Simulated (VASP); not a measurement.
Sb3Pd, 8 atoms in the cell. It takes space group P6_3/mmc (No. 194, hexagonal). The conventional cell has a = 6.585 Å, b = 6.585 Å, c = 5.286 Å, α = 90.00°, β = 90.00°, γ = 120.00°. Within 4.3 Å of Sb (site symmetry mm2) lie 4 Pd at 3.25 to 3.29 Å and 8 Sb at 3.26 to 3.30 Å. Within 4.3 Å of Pd (site symmetry -6m2) lie 12 Sb at 3.25 to 3.29 Å. 

* Program: VASP 6.6.1
* Task: relaxation of cell and atoms
* Functional: PBE
* Potentials or basis: VASP PAW PBE potentials, release 64 (Sb_d_GW, Pd_sv_GW)
* Cutoff: 630 eV
* k mesh: 3 × 3 × 4
* Occupations: gaussian, width 0.1 eV
* Spin: no spin polarisation
* Dipole correction: no
* Further INCAR settings: ALGO = Normal; EDIFF = 1e-07; IBRION = 2; EDIFFG = -0.04; NSW = 90; ISIF = 3

Potentials or basis: VASP PAW PBE potentials, release 64 (Sb_d_GW, Pd_sv_GW).

The run is started by

```bash
$ cat potpaw_PBE.64/Sb_d_GW/POTCAR potpaw_PBE.64/Pd_sv_GW/POTCAR > POTCAR
$ mpirun -np 1 vasp_std > vasp.out
```

Hardware: 1 thread of AMD EPYC 9R45 96-Core Processor (Zen 5), on a shared host.

Q: Estimate the wall time of this run.

A: Wall time 21 min on 1 thread of AMD EPYC 9R45 96-Core Processor (Zen 5), with other jobs on the host, peak memory 0.48 GiB. Counts: scf iterations 114, k points 9, ion steps 8.
